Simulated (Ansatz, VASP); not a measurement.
**Two plane-wave programs on BeS**

```xyz
2
Lattice="0.0000 2.4381 2.4381 2.4381 0.0000 2.4381 2.4381 2.4381 0.0000" Properties=species:S:1:pos:R:3 pbc="T T T"
Be    3.6571    3.6571    3.6571
S     0.0000    0.0000    0.0000
```

Alike in both runs: functional PBE; k mesh 8 × 8 × 8; no spin polarisation.

Ansatz relaxed the structure, and its values are those at the end. VASP's run is a single point on that final structure, the one shown.

|  | VASP | Ansatz |
| --- | --- | --- |
| version | VASP 6.6.1 | Ansatz 0.2.0 |
| potentials or method | VASP PAW PBE potentials, release 64 (Be, S), cutoff 520 eV | scalar-relativistic, plane waves, PAW |
| occupations | gaussian, width 0.01 eV | fixed |
| valence electrons in the cell | 8 | 8 |

```tsv
	VASP	Ansatz	Ansatz less VASP
gap on the k mesh at the Fermi level (eV)	3.15	3.15	-0.001
least direct gap on the mesh (eV)	5.68	5.66	-0.018
pressure (GPa)	0.0	0.0	-0.01
```
